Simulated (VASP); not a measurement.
Set up this calculation in VASP 6.6.1, as the native input.

| Quantity | Value |
| --- | --- |
| Task | single point |
| Functional | PBE |
| Dispersion | D3(BJ) |
| Potentials or basis | VASP PAW PBE potentials, release 64 (B, N) |
| Cutoff | 520 eV |
| k mesh | 12 × 12 × 1 |
| Occupations | gaussian, width 0.05 eV |
| Spin | no spin polarisation |
| Dipole correction | yes |
| Further INCAR settings | ALGO = Normal; EDIFF = 1e-06; NBANDS = 16 |

The structure of BN lies in POSCAR:

```
BN
1.0
    2.5087622849      0.0000000000      0.0000000000
   -1.2543811425      2.1726518708      0.0000000000
    0.0000000000      0.0000000000     17.5000000000
B N
2 2
Direct
    0.0000000000      0.0000000000      0.2571428571
    0.1666666667      0.6666666667      0.4702857143
    0.6666666667      0.3333333333      0.2571428571
    0.8333333333      1.0000000000      0.4702857143
```

The input as run:

INCAR

```
SYSTEM = BN
PREC     = Accurate       ! precision mode
ENCUT    = 520            ! plane-wave cutoff, eV
EDIFF    = 1E-6           ! SCF threshold, eV
ISMEAR   = 0              ! smearing method
SIGMA    = 0.05           ! smearing width, eV
LREAL    = .FALSE.        ! projectors in reciprocal space
LASPH    = .TRUE.         ! aspherical terms in the spheres
NELM     = 80             ! most SCF steps
ALGO     = Normal         ! electronic algorithm
ISIF     = 2              ! what is computed and relaxed
LWAVE    = .FALSE.        ! write WAVECAR
LCHARG   = .TRUE.         ! write CHGCAR
LDIPOL   = .TRUE.       
IDIPOL   = 3            
DIPOL    = 0.5 0.5 0.364
GGA      = PE             ! functional
IVDW     = 12             ! dispersion correction
LELF     = .TRUE.         ! ELF
LVHAR    = .TRUE.       
LVACPOTAV= .TRUE.       
NBANDS   = 16             ! bands
```

KPOINTS

```
Automatic mesh
0
G
  12 12 1
  0 0 0
```

Potentials or basis: VASP PAW PBE potentials, release 64 (B, N).

The run is started by

```bash
$ cat potpaw_PBE.64/B/POTCAR potpaw_PBE.64/N/POTCAR > POTCAR
$ mpirun -np 1 vasp_std > vasp.out
```

Results of the run:

The largest force is 0.033 eV/Å. The band gap on the k mesh is 4.45 eV, indirect (least direct gap 4.52 eV) and the dispersion energy per atom is -0.098 eV.

It took 91 s on 1 thread of Intel(R) Xeon(R) 6975P-C (Granite Rapids), with other jobs on the host, peak memory 0.28 GiB.
